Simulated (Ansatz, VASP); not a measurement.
**SbPt in VASP and in Ansatz**

```
Sb Pt
1.0
     4.21100    0.00000    0.00000
    -2.10550    3.64683    0.00000
     0.00000    0.00000    5.57932
Sb Pt
2 2
Direct
  0.33333 0.66667 0.25000
  0.66667 0.33333 0.75000
  0.00000 0.00000 0.00000
  0.00000 0.00000 0.50000
```

Change from the starting cell: volume scaled by 1.06, PAW files.

Alike in both runs: task electric field gradients; functional LDA; k mesh 11 × 11 × 8; occupations fermi-dirac, width 0.08 eV; no spin polarisation.

```csv
,VASP,Ansatz
version,VASP 6.6.1,Ansatz 0.2.0
potentials or method,"VASP PAW LDA potentials, release 64 (Sb, Pt)","PAW with Ansatz's default frozen-core files, scalar-relativistic"
plane-wave cutoff (eV),520,420
valence electrons in the cell,30,66
```

|  | VASP | Ansatz | Ansatz less VASP |
| --- | --- | --- | --- |
| pressure (GPa) | -7.5 | -7.6 | -0.17 |
| traceless stress, the component that is largest in VASP (GPa) | -1.29 | -1.41 | -0.115 |
| size of Vzz on the site where it differs most (V/Å²) | 111.8 | 51.6 | -60.19 |

LDA's correlation is that of Perdew and Zunger in VASP and of Perdew and Wang (1992) in Ansatz. VASP's potentials hold 30 valence electrons a cell and Ansatz's 66, so a difference there can come from the potentials and not from the codes.

Neither program's run includes spin-orbit coupling.
